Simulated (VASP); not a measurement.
# BN (BN (P6_3/mmc)) (P6_3/mmc) in VASP: single point with PBE

Aim: the single point of BN (BN (P6_3/mmc)) with PBE.

Everything below comes from runs of VASP 6.6.1. Logs are shortened: lines on timing, memory, paths and dates and some standing lists are left out, and cuts for length are marked.

## (1) The cell of the first run

Symmetry: P6_3/mmc, No. 194, hexagonal system. The conventional cell has a = 2.488 Å, b = 2.488 Å, c = 6.495 Å, α = 90.00°, β = 90.00°, γ = 120.00°. B (site symmetry -6m2) has 3 N at 1.44 Å within 1.9 Å. N (site symmetry -6m2) has 3 B at 1.44 Å within 1.9 Å.

## (2) Single point, PBE

INCAR

```
  PREC = Accurate
  ENCUT = 600
  EDIFF = 1E-6
  ISMEAR = 0
  SIGMA = 0.01
  LREAL = Auto
  LASPH = T
  NELM = 120
  ALGO = Normal
  ISIF = 2
  LWAVE = F
  LCHARG = T
  GGA = PE
  LELF = T
  LVHAR = T
  NBANDS = 96
  GGA_COMPAT = F
```

KPOINTS

```
regular mesh
0
Gamma
  1 1 1
```

POSCAR

```
BN
1.0
    7.4650312844      0.0000000000      0.0000000000
   -3.7325156422      6.4649067324      0.0000000000
    0.0000000000      0.0000000000      6.4954828762
B N
18 18
Direct
    0.1111111111      0.2222222222      0.2500000000
    0.2222222222      0.1111111111      0.7500000000
    0.1111111111      0.5555555556      0.2500000000
    0.2222222222      0.4444444444      0.7500000000
    0.1111111111      0.8888888889      0.2500000000
    0.2222222222      0.7777777778      0.7500000000
    0.4444444444      0.2222222222      0.2500000000
    0.5555555556      0.1111111111      0.7500000000
    0.4444444444      0.5555555556      0.2500000000
    0.5555555556      0.4444444444      0.7500000000
    0.4444444444      0.8888888889      0.2500000000
    0.5555555556      0.7777777778      0.7500000000
    0.7777777778      0.2222222222      0.2500000000
    0.8888888889      0.1111111111      0.7500000000
    0.7777777778      0.5555555556      0.2500000000
    0.8888888889      0.4444444444      0.7500000000
    0.7777777778      0.8888888889      0.2500000000
    0.8888888889      0.7777777778      0.7500000000
    0.1111111111      0.2222222222      0.7500000000
    0.2222222222      0.1111111111      0.2500000000
    0.1111111111      0.5555555556      0.7500000000
    0.2222222222      0.4444444444      0.2500000000
    0.1111111111      0.8888888889      0.7500000000
    0.2222222222      0.7777777778      0.2500000000
    0.4444444444      0.2222222222      0.7500000000
    0.5555555556      0.1111111111      0.2500000000
    0.4444444444      0.5555555556      0.7500000000
    0.5555555556      0.4444444444      0.2500000000
    0.4444444444      0.8888888889      0.7500000000
    0.5555555556      0.7777777778      0.2500000000
    0.7777777778      0.2222222222      0.7500000000
    0.8888888889      0.1111111111      0.2500000000
    0.7777777778      0.5555555556      0.7500000000
    0.8888888889      0.4444444444      0.2500000000
    0.7777777778      0.8888888889      0.7500000000
    0.8888888889      0.7777777778      0.2500000000
```

Potentials or basis: VASP PAW PBE potentials, release 64 (B, N).

On the command line:

```console
> cat potpaw_PBE.64/B/POTCAR potpaw_PBE.64/N/POTCAR > POTCAR
> mpirun -np 1 vasp_gam > vasp.out
```

OUTCAR:

```text
PREC = Accurate
   ENCUT = 600
   EDIFF = 1E-6
   ISMEAR = 0
   LREAL = Auto
   LASPH = T
   NELM = 120
   ISIF = 2
   GGA = PE

 ion  position               nearest neighbor table
   1  0.111  0.222  0.250-  20 1.44  32 1.44  22 1.44
   2  0.222  0.111  0.750-  25 1.44  19 1.44  23 1.44
   3  0.111  0.556  0.250-  34 1.44  24 1.44  22 1.44
   4  0.222  0.444  0.750-  27 1.44  19 1.44  21 1.44
   5  0.111  0.889  0.250-  24 1.44  36 1.44  20 1.44
   6  0.222  0.778  0.750-  29 1.44  23 1.44  21 1.44
[... 28 lines left out ...]
  35  0.778  0.889  0.750-  12 1.44  18 1.44  14 1.44
  36  0.889  0.778  0.250-   5 1.44  17 1.44  15 1.44

  LATTYP: Found a hexagonal cell.
 ALAT       =     7.4650312844
 C/A-ratio  =     0.8701213202

  Lattice vectors:

 A1 = (   7.4650312844,   0.0000000000,   0.0000000000)
 A2 = (  -3.7325156422,   6.4649067324,   0.0000000000)
 A3 = (   0.0000000000,   0.0000000000,   6.4954828762)

Analysis of symmetry for initial positions (statically):
=====================================================================
 Subroutine PRICEL returns following result:

  LATTYP: Found a hexagonal cell.
 ALAT       =     2.4883437612
 C/A-ratio  =     2.6103639607

  Lattice vectors:

 A1 = (   2.4883437612,   0.0000000000,   0.0000000000)
 A2 = (  -1.2441718806,   2.1549689106,   0.0000000000)
 A3 = (   0.0000000000,   0.0000000000,   6.4954828762)

   9 primitive cells build up your supercell.

 Routine SETGRP: Setting up the symmetry group for a
 hexagonal supercell.

 Subroutine GETGRP returns: Found 24 space group operations
 (whereof 12 operations were pure point group operations)
 out of a pool of 24 trial point group operations.

The static configuration has the point symmetry D_3d.
 The point group associated with its full space group is D_6h.

Analysis of symmetry for dynamics (positions and initial velocities):
=====================================================================
 Subroutine PRICEL returns following result:

  LATTYP: Found a hexagonal cell.
 ALAT       =     2.4883437612
 C/A-ratio  =     2.6103639607

  Lattice vectors:

 A1 = (   2.4883437612,   0.0000000000,   0.0000000000)
 A2 = (  -1.2441718806,   2.1549689106,   0.0000000000)
 A3 = (   0.0000000000,   0.0000000000,   6.4954828762)

   9 primitive cells build up your supercell.

 Routine SETGRP: Setting up the symmetry group for a
 hexagonal supercell.

 Subroutine GETGRP returns: Found 24 space group operations
 (whereof 12 operations were pure point group operations)
 out of a pool of 24 trial point group operations.

The dynamic configuration has the point symmetry D_3d.
 The point group associated with its full space group is D_6h.

 Subroutine INISYM returns: Found 24 space group operations
 (whereof 12 operations are pure point group operations),
 and found     9 'primitive' translations

----------------------------------------------------------------------------------------

                                     Primitive cell

  volume of cell :      34.8308

  direct lattice vectors                    reciprocal lattice vectors
     2.488343761  0.000000000  0.000000000     0.401873734  0.232021909  0.000000000
    -1.244171881  2.154968911  0.000000000     0.000000000  0.464043818  0.000000000
     0.000000000  0.000000000  6.495482876     0.000000000  0.000000000  0.153953142

  length of vectors
     2.488343761  2.488343761  6.495482876     0.464043818  0.464043818  0.153953142

  position of ions in fractional coordinates (direct lattice)
     0.333333333  0.666666667  0.250000000
     0.666666667  0.333333333  0.750000000
     0.333333333  0.666666667  0.750000000
     0.666666667  0.333333333  0.250000000

  ion indices of the primitive-cell ions
   primitive index   ion index
                 1           1
                 2           2
                 3          19
                 4          20

----------------------------------------------------------------------------------------

 KPOINTS: regular mesh

Automatic generation of k-mesh.
 Grid dimensions read from file:
 generate k-points for:    1    1    1

 Generating k-lattice:

  Cartesian coordinates                     Fractional coordinates (reciprocal lattice)
     0.133957911  0.077340636  0.000000000     1.000000000 -0.000000000  0.000000000
     0.000000000  0.154681273  0.000000000     0.000000000  1.000000000  0.000000000
     0.000000000  0.000000000  0.153953142     0.000000000  0.000000000  1.000000000

  Length of vectors
     0.154681273  0.154681273  0.153953142

  Shift w.r.t. Gamma in fractional coordinates (k-lattice)
     0.000000000  0.000000000  0.000000000

 Subroutine IBZKPT returns following result:
 ===========================================

 Found      1 irreducible k-points:

 Following reciprocal coordinates:
            Coordinates               Weight
  0.000000  0.000000  0.000000      1.000000
   k-points           NKPTS =      1   k-points in BZ     NKDIM =      1   number of bands    NBANDS=     96
   number of dos      NEDOS =    301   number of ions     NIONS =     36
   total plane-waves  NPLWV = 194400
   dimension x,y,z NGX =    60 NGY =   60 NGZ =   54
   dimension x,y,z NGXF=   120 NGYF=  120 NGZF=  108
   ions per type =              18  18
   NGX,Y,Z   is equivalent  to a cutoff of  13.36, 13.36, 13.82 a.u.
   NGXF,Y,Z  is equivalent  to a cutoff of  26.72, 26.72, 27.64 a.u.
 SYSTEM =  unknown system
   PREC   = accura    normal or accurate (medium, high low for compatibility)
   ISTART =      0    job   : 0-new  1-cont  2-samecut
   ICHARG =      2    charge: 1-file 2-atom 10-const
   ISPIN  =      1    spin polarized calculation?
   LNONCOLLINEAR =      F non collinear calculations
   LSORBIT =      F    spin-orbit coupling
   LASPH  =      T    aspherical Exc in radial PAW
   ENCUT  =  600.0 eV  44.10 Ry    6.64 a.u.  14.91 14.91 12.97*2*pi/ulx,y,z
   NELM   =    120;   NELMIN=  2; NELMDL= -5     # of ELM steps
   EDIFF  = 0.1E-05   stopping-criterion for ELM
   LREAL  =      T    real-space projection
   EDIFFG = 0.1E-04   stopping-criterion for IOM
   NSW    =      0    number of steps for IOM
   IBRION =     -1    ionic relax: 0-MD 1-quasi-New 2-CG
   NFREE  =      0    steps in history (QN), initial steepest desc. (CG)
   ISIF   =      2    stress and relaxation
   ISYM   =      2    0-nonsym 1-usesym 2-fastsym
   POTIM  = 0.5000    time-step for ionic-motion
   TEBEG  =    0.0;   TEEND  =   0.0 temperature during run
   PSTRESS=    0.0 pullay stress
   NELECT =     144.0000    total number of electrons
   NUPDOWN=      -1.0000    fix difference up-down
   EMIN   =  10.00;   EMAX   =-10.00  energy-range for DOS
   EFERMI =   0.00;   METHOD = LEGACY
   ISMEAR =     0;   SIGMA  =   0.01  broadening in eV -4-tet -1-fermi 0-gaus
   EFERMI_NEDOS =   21; number of points for ismear=-14 and -15
   IALGO  =     38    algorithm
   IMIX   =      4    mixing-type and parameters
     AMIX     =   0.40;   BMIX     =  1.00
     AMIX_MAG =   1.60;   BMIX_MAG =  1.00
  volume/ion in A,a.u.               =       8.71        58.76
  Fermi-wavevector in a.u.,A,eV,Ry     =   1.263166  2.387038 21.709310  1.595589
  Thomas-Fermi vector in A             =   2.396537
   LORBIT       =      0    0 simple, 1 ext, 2 COOP (PROOUT), +10 PAW based schemes
   GGA     = PE    functional components
   LHFCALC =     F    Hartree Fock is set to
   AEXX    =    0.0000 exact exchange contribution
   IVDW    =     0    specifies the selected vdW correction
   LEPSILON=     F    determine dielectric tensor
   LRPA    =     F    only Hartree local field effects (RPA)
 non-spin polarized calculation
 Gauss-broadening in eV      SIGMA  =   0.01
  energy-cutoff  :      600.00
  volume of cell :      313.48
 maximum number of plane-waves:      5218
 NGX is ok and might be reduce to    60
   NGX = 29   NGY = 29   NGZ = 25

 number of electron     143.9999977 magnetization

 Free energy of the ion-electron system (eV)
  ---------------------------------------------------
  ext. energy  EPLUGINS =         0.00000000
  ---------------------------------------------------
  free energy    TOTEN  =      -313.38072824 eV

  energy without entropy =     -313.38072824  energy(sigma->0) =     -313.38072824

 E-fermi :   2.6049     XC(G=0): -10.2267

 val. band max:        2.5069185216   @ k =   0.0000   0.0000   0.0000
 cond. band min:       7.5051321418   @ k =   0.0000   0.0000   0.0000
 fundamental gap:      4.9982136202
 Fermi energy:         2.6049419146

 k-point     1 :       0.0000    0.0000    0.0000
  band No.  band energies     occupation
      1     -15.3323      2.00000
      2     -14.9844      2.00000
      3     -13.3030      2.00000
      4     -13.3030      2.00000
      5     -13.3030      2.00000
      6     -13.3030      2.00000
[... 76 lines left out ...]
     83       9.5155      0.00000
     84      10.4721      0.00000
 [bands above 84 left out]

------------------------ aborting loop because EDIFF is reached ----------------------------------------

  FORCE on cell =-STRESS in cart. coord.  units (eV):
  Direction    XX          YY          ZZ          XY          YZ          ZX
  --------------------------------------------------------------------------------------
  -------------------------------------------------------------------------------------
  Total       20.8567563     20.8567563     11.8144186     -0.0000000      0.0000000      0.0000000
  in kB      106.5987253    106.5987253     60.3834049     -0.0000000      0.0000000      0.0000000
  external PRESSURE =      91.1936185 kB  Pullay stress =       0.0000000 kB

 VOLUME and BASIS-vectors are now :
 -----------------------------------------------------------------------------
  energy-cutoff  :      600.00
  volume of cell :      313.48
      direct lattice vectors                 reciprocal lattice vectors
     7.465031284  0.000000000  0.000000000     0.133957911  0.077340636  0.000000000
    -3.732515642  6.464906732  0.000000000     0.000000000  0.154681273  0.000000000
     0.000000000  0.000000000  6.495482876     0.000000000  0.000000000  0.153953142

 POSITION                                       TOTAL-FORCE (eV/Angst)
 -----------------------------------------------------------------------------------
      0.00000      1.43665      1.62387         0.000000      0.000000     -0.000000
      1.24417      0.71832      4.87161        -0.000000     -0.000000     -0.000000
     -1.24417      3.59161      1.62387         0.000000      0.000000     -0.000000
      0.00000      2.87329      4.87161        -0.000000      0.000000     -0.000000
     -2.48834      5.74658      1.62387         0.000000      0.000000     -0.000000
     -1.24417      5.02826      4.87161        -0.000000     -0.000000     -0.000000
[... 28 lines left out ...]
      2.48834      5.74658      4.87161         0.000000      0.000000      0.000000
      3.73252      5.02826      1.62387         0.000000     -0.000000      0.000000
 -----------------------------------------------------------------------------------
    total drift:                               -0.000000      0.000000     -0.000000

  FREE ENERGIE OF THE ION-ELECTRON SYSTEM (eV)
  ---------------------------------------------------
  free  energy   TOTEN  =      -313.3807282393 eV

  energy  without entropy=     -313.3807282393  energy(sigma->0) =     -313.38072824
```

Wall time 1.7 min (1 thread of Intel Xeon Platinum 8259CL at 2.50GHz (Skylake/Cascade Lake), shared host); peak memory 0.4 GiB.

What came out:

| Item | Value |
| --- | --- |
| Free energy | -313.3807 eV |
| Pressure | 9.1 GPa |
| Band gap on the k mesh | 5.00 eV |

Caveat: the k points lie up to 0.97 Å⁻¹ apart; this functional lacks dispersion, which binds the layers, so the pressure and a relaxed spacing across them are unreliable. A k mesh can miss the band edges.
